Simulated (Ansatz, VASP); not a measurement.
One calculation of La2Ir, two programs

```xyz
3
Lattice="4.2604 0.0000 0.0000 -2.1302 3.6896 0.0000 0.0000 0.0000 6.7010" Properties=species:S:1:pos:R:3 pbc="T T T"
La    0.0000    2.4598    1.4987
La    2.1302    1.2299    5.2023
Ir    0.0000    0.0000    0.0000
```

Alike in both runs: functional PBE; k mesh 12 × 12 × 8; occupations fermi-dirac, width 0.15 eV; no spin polarisation.

Ansatz relaxed the structure, and its values are those at the end. VASP's run is a single point on that final structure, the one shown.

```csv
,VASP,Ansatz
version,VASP 6.6.1,Ansatz 0.2.0
potentials or method,"VASP PAW PBE potentials, release 64 (La, Ir), cutoff 520 eV","scalar-relativistic, plane waves, PAW"
valence electrons in the cell,31,39
```

|  | VASP | Ansatz | Ansatz less VASP |
| --- | --- | --- | --- |
| gap on the k mesh at the Fermi level (eV) | none | none | - |
| pressure (GPa) | 0.0 | 0.0 | +0.05 |

A gap of «none» marks a metal or a gap that the smearing closes. The functional is the same, so the differences come from potentials, cutoffs and numerics. VASP's potentials hold 31 valence electrons a cell and Ansatz's 39, so a difference there can come from the potentials and not from the codes.

Spin-orbit coupling is off throughout.
